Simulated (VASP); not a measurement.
A run of VASP 6.6.1 is set up as follows.

The input INCAR:

```
SYSTEM = CuI
ALGO = Normal
EDIFF = 1E-7
ENCUT = 520
GGA = PE
ISIF = 2
ISMEAR = -1
LASPH = .TRUE.
LCHARG = .FALSE.
LREAL = .FALSE.
LWAVE = .FALSE.
NBANDS = 26
NELM = 100
PREC = Accurate
SIGMA = 0.02
```

File KPOINTS:

```
k-points
0
G
  6 6 6
  0 0 0
```

File POSCAR:

```
CuI
1.0
    3.4890302590     -3.5780618125      0.0000000000
    3.4890302590      3.5780618125      0.0000000000
    0.0000000000      0.0000000000      4.3038571491
Cu I
2 2
Direct
    0.4163836768      0.5836163232      0.7500000000
    0.5836163232      0.4163836768      0.2500000000
    0.7794249981      0.2205750019      0.7500000000
    0.2205750019      0.7794249981      0.2500000000
```

Potentials or basis: VASP PAW PBE potentials, release 64 (Cu, I).

Launch:

```sh
$ cat potpaw_PBE.64/Cu/POTCAR potpaw_PBE.64/I/POTCAR > POTCAR
$ mpirun -np 1 vasp_std > vasp.out
```

**Question.** Predict the pressure.

**Answer.** 2.7 GPa.

**Question.** Estimate the band gap on the k mesh.

**Answer.** 0.94 eV.

**Question.** Estimate the largest force.

**Answer.** 0.163 eV/Å.

Forces in eV/Å, atoms in the order of the input:
```
Cu   0.000  0.081  0.000
Cu   0.000 -0.081  0.000
I    0.000 -0.163  0.000
I    0.000  0.163  0.000
```

Caveat: the cell differs from its parent crystal (strain -0.4%); spin-orbit coupling is left out, which moves the levels of the heavy elements. A k mesh can miss the band edges.
